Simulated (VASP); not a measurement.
# GaN in VASP: further runs, part 2 of 2

VASP 6.6.1.

**4. Single point, PBE (strained and its atoms moved)**

File INCAR:

```
  PREC = Accurate
  ENCUT = 520
  EDIFF = 1E-7
  ISMEAR = 0
  SIGMA = 0.02
  LREAL = False
  LASPH = True
  NELM = 60
  ALGO = Normal
  ISIF = 2
  LWAVE = False
  LCHARG = False
  GGA = PE
  NBANDS = 26
```

File KPOINTS:

```
Automatic mesh
0
Gamma
  12 12 6
```

File POSCAR:

```
GaN
1.0
    3.1599020626     -0.0064871993      0.0000000000
   -1.5855691107      2.7462708665      0.0000000000
    0.0000000000      0.0000000000      4.9844667600
Ga N
2 2
Direct
    0.3488398209      0.6744199105     -0.0094820804
    0.6511601791      0.3255800895      0.4905179196
    0.3246080386      0.6623040193      0.3844820804
    0.6753919614      0.3376959807      0.8844820804
```

Started as:

```bash
> cat potpaw_PBE.64/Ga_d/POTCAR potpaw_PBE.64/N/POTCAR > POTCAR
> mpirun -np 1 vasp_std > vasp.out
```

Run time: 68 s. Hardware: 1 thread of Intel Xeon 6975P-C (Granite Rapids), shared host; peak memory 0.28 GiB.

The run converged. Its results:

- Free energy: -24.0560 eV
- Pressure: 17.4 GPa
- Largest force: 0.698 eV/Å
- Band gap on the k mesh: 2.15 eV

Forces in eV/Å, atoms in the order of the input:
```
Ga  -0.289 -0.167  0.613
Ga   0.289  0.167  0.613
N   -0.103 -0.059 -0.613
N    0.103  0.059 -0.613
```

Stress tensor (GPa, compression positive):
```
16.59 -0.55  0.00
-0.55 17.22  0.00
 0.00  0.00 18.50
```

Levels at points of the mesh, in eV from the valence-band top:
```csv
k point,band 15,band 16,band 17,band 18,band 19,band 20,band 21,band 22
"(0.00, 0.00, 0.00)",-1.36,-0.36,-0.23,0.00,2.15,3.98,9.47,9.72
"(0.50, 0.00, 0.00)",-4.43,-3.37,-2.30,-1.47,4.60,5.70,6.55,9.04
"(0.00, 0.50, 0.00)",-4.43,-3.28,-2.30,-1.41,4.82,5.76,6.20,8.87
"(0.00, 0.00, 0.50)",-0.93,-0.93,-0.81,-0.81,4.32,4.32,8.62,8.62
"(0.50, 0.00, 0.50)",-2.50,-2.50,-1.83,-1.83,4.42,4.42,7.84,7.84
"(0.00, 0.50, 0.50)",-2.42,-2.42,-1.90,-1.90,4.56,4.56,7.79,7.79
```

Caveat: the cell differs from its parent crystal (strained and its atoms moved); the cell stands under pressure.

**5. Relaxation of the atoms, PBE**

This run uses another cell than the first one, of 11.31 Å³/atom.

File INCAR:

```
ALGO = Normal ; EDIFF = 1E-6
EDIFFG = -0.01 ; ENCUT = 520
GGA = PE ; IBRION = 2
ISIF = 2 ; ISMEAR = 0
LASPH = T ; LCHARG = F
LREAL = F ; LWAVE = F
NELM = 60 ; NSW = 60
PREC = Accurate ; SIGMA = 0.02
```

File KPOINTS:

```
k-points
0
Gamma
  12 12 6
```

File POSCAR:

```
GaN
1.0
    3.1800000000      0.0000000000      0.0000000000
   -1.5900000000      2.7539607840      0.0000000000
    0.0000000000      0.0000000000      5.1660000000
Ga N
2 2
Direct
    0.3333333333      0.6666666667      0.0000000000
    0.6666666667      0.3333333333      0.5000000000
    0.3333333333      0.6666666667      0.3750000000
    0.6666666667      0.3333333333      0.8750000000
```

Started as:

```bash
> cat potpaw_PBE.64/Ga_d/POTCAR potpaw_PBE.64/N/POTCAR > POTCAR
> mpirun -np 1 vasp_std > vasp.out
```

It took 77 s on 1 thread of Intel Xeon Platinum 8375C at 2.90GHz (Ice Lake), shared host; peak memory 0.2 GiB.

The run converged. Its results:

| Property | Result |
| --- | --- |
| Free energy | -24.2866 eV |
| Energy gained by relaxing | 0.4 meV/atom |
| Ionic steps | 3 |
| Pressure after relaxing | 7.3 GPa |
| Band gap on the k mesh | 1.99 eV |

Stress tensor (GPa, compression positive):
```
7.03 0.00 0.00
0.00 7.03 0.00
0.00 0.00 7.90
```

Step by step:
```csv
step,energy change (eV),largest force (eV/Å),pressure (GPa)
1,0.0000,0.1346,7.31
2,-0.0014,0.0256,7.32
3,-0.0015,0.0010,7.32
```

Final structure:
```
CELL_PARAMETERS angstrom
3.18000 0.00000 0.00000
-1.59000 2.75396 0.00000
0.00000 0.00000 5.16600
ATOMIC_POSITIONS crystal
Ga 0.33333 0.66667 0.99895
Ga 0.66667 0.33333 0.49895
N 0.33333 0.66667 0.37605
N 0.66667 0.33333 0.87605
```

Levels at points of the mesh, in eV from the valence-band top:
```csv
k point,band 15,band 16,band 17,band 18,band 19,band 20,band 21,band 22
"(0.00, 0.00, 0.00)",-1.05,-0.03,0.00,0.00,1.99,4.29,9.28,9.93
"(0.50, 0.00, 0.00)",-4.23,-2.78,-2.22,-1.01,5.08,5.63,6.10,8.68
"(0.00, 0.00, 0.50)",-0.54,-0.54,-0.54,-0.54,4.31,4.31,8.54,8.54
"(0.50, 0.00, 0.50)",-1.97,-1.97,-1.89,-1.89,4.45,4.45,7.83,7.83
```

**6. Single point, r2SCAN (strained)**

File POSCAR:

```
GaN
1.0
    3.1626686623      0.0000000000      0.0000000000
   -1.5813343312      2.7389514053      0.0000000000
    0.0000000000      0.0000000000      5.2928253000
Ga N
2 2
Direct
    0.3333333333      0.6666666667     -0.0116144019
    0.6666666667      0.3333333333      0.4883855981
    0.3333333333      0.6666666667      0.3866144019
    0.6666666667      0.3333333333      0.8866144019
```

File INCAR.step1:

```
ALGO     = Normal         # electronic algorithm
EDIFF    = 1E-5           # SCF threshold, eV
ENCUT    = 910            # plane-wave cutoff, eV
GGA      = PE             # functional
GGA_COMPAT= False        
ISMEAR   = 0              # smearing method
LASPH    = True           # aspherical terms in the spheres
LCHARG   = False          # write CHGCAR
LREAL    = False          # projectors in reciprocal space
LWAVE    = True           # write WAVECAR
NBANDS   = 26             # bands
NELM     = 120            # most SCF steps
PREC     = Accurate       # precision mode
SIGMA    = 0.02           # smearing width, eV
```

File INCAR.step2:

```
ALGO     = Normal         # electronic algorithm
EDIFF    = 1E-6           # SCF threshold, eV
ENCUT    = 910            # plane-wave cutoff, eV
GGA_COMPAT= False        
ISIF     = 2              # what is computed and relaxed
ISMEAR   = 0              # smearing method
ISTART   = 1            
LASPH    = True           # aspherical terms in the spheres
LCHARG   = False          # write CHGCAR
LMIXTAU  = True         
LREAL    = False          # projectors in reciprocal space
LWAVE    = False          # write WAVECAR
METAGGA  = R2SCAN         # meta-GGA
NBANDS   = 26             # bands
NELM     = 120            # most SCF steps
PREC     = Accurate       # precision mode
SIGMA    = 0.02           # smearing width, eV
```

KPOINTS is that of step 5.

Potentials or basis: VASP PAW PBE potentials, release 64 (Ga_d, N_h).

Started as:

```bash
> cat potpaw_PBE.64/Ga_d/POTCAR potpaw_PBE.64/N_h/POTCAR > POTCAR
> cp INCAR.step1 INCAR
> mpirun -np 1 vasp_std > vasp.out
> cp INCAR.step2 INCAR
> mpirun -np 1 vasp_std > vasp.out
```

Run time: 7.7 min. Hardware: 1 thread of Intel Xeon Platinum 8259CL at 2.50GHz (Skylake/Cascade Lake), shared host; peak memory 0.36 GiB.

Results (log left out):

```yaml
Free_energy: -43.6293 eV
Pressure: 2.0 GPa
Largest_force: 1.099 eV/Å
Band_gap_on_the_k_mesh: 2.20 eV
```

Forces in eV/Å, atoms in the order of the input:
```
Ga   0.000  0.000  1.099
Ga   0.000  0.000  1.099
N    0.000  0.000 -1.099
N    0.000  0.000 -1.099
```

Stress tensor (GPa, compression positive):
```
 7.77  0.00  0.00
 0.00  7.77  0.00
 0.00  0.00 -9.67
```

Levels at points of the mesh, in eV from the valence-band top:
```
           k point  band 14  band 15  band 16  band 17  band 18  band 19  band 20  band 21  band 22  band 23
(0.00, 0.00, 0.00)    -1.03    -1.03    -0.17    -0.17     0.00     2.20     4.74     9.70    10.70    10.70
(0.50, 0.00, 0.00)    -5.83    -3.97    -2.89    -1.92    -1.44     5.59     5.99     6.34     9.05    10.54
(0.00, 0.00, 0.50)    -3.87    -0.61    -0.61    -0.61    -0.61     4.70     4.70     8.80     8.80    11.17
(0.50, 0.00, 0.50)    -6.86    -2.22    -2.22    -1.84    -1.84     4.82     4.82     7.95     7.95    10.56
```

Caveat: the cell differs from its parent crystal (strained); the cutoff is under 1.25 times the usual one of these potentials, so pressure, stress and relaxed cells hold a basis-set (Pulay) error; the PAW data sets were made with another functional, which shifts forces and pressure a little.

**7. Overview**

```csv
task,level,potentials or basis,cell,cutoff (eV),gap on the mesh (eV),pressure (GPa),largest force (eV/Å)
single point,r2SCAN,"VASP PAW PBE potentials, release 64 (Ga_d, N)","a = 3.219, b = 3.219, c = 5.229 Å, angles 90.0, 90.0, 120.0°, 4 atoms, atomic positions A",520,2.12,-4.6,0.12
single point,PBE,"VASP PAW PBE potentials, release 64 (Ga_d, N)","a = 3.152, b = 3.152, c = 5.166 Å, angles 90.0, 90.0, 118.8°, 4 atoms, atomic positions B",520,1.91,9.6,1.30
single point,PBE,"VASP PAW PBE potentials, release 64 (Ga_d, N)","a = 3.160, b = 3.171, c = 4.984 Å, angles 90.0, 90.0, 120.1°, 4 atoms, atomic positions C",520,2.15,17.4,0.70
relaxation of the atoms,PBE,"VASP PAW PBE potentials, release 64 (Ga_d, N)","atoms relaxed from a = 3.180, b = 3.180, c = 5.166 Å, angles 90.0, 90.0, 120.0°, 4 atoms, atomic positions A",520,1.99,7.3,-
single point,r2SCAN,"VASP PAW PBE potentials, release 64 (Ga_d, N_h)","a = 3.163, b = 3.163, c = 5.293 Å, angles 90.0, 90.0, 120.0°, 4 atoms, atomic positions D",910,2.20,2.0,1.10
```

Alike in all rows: no spin polarisation; k mesh 12 × 12 × 6; smearing gaussian 0.02 eV.

Caveats: the PAW data sets were made with another functional, which shifts forces and pressure a little (at least some runs); the cell stands under pressure (at least some runs); the cell stands under tension (at least some runs); forces of over 1 eV/Å act on the atoms, so gaps and moduli don't describe the material at rest (at least some runs); the cutoff is under 1.25 times the usual one of these potentials, so pressure, stress and relaxed cells hold a basis-set (Pulay) error (at least some runs).

Total energies depend on the potentials used, so only differences within one code and one set of settings carry meaning.
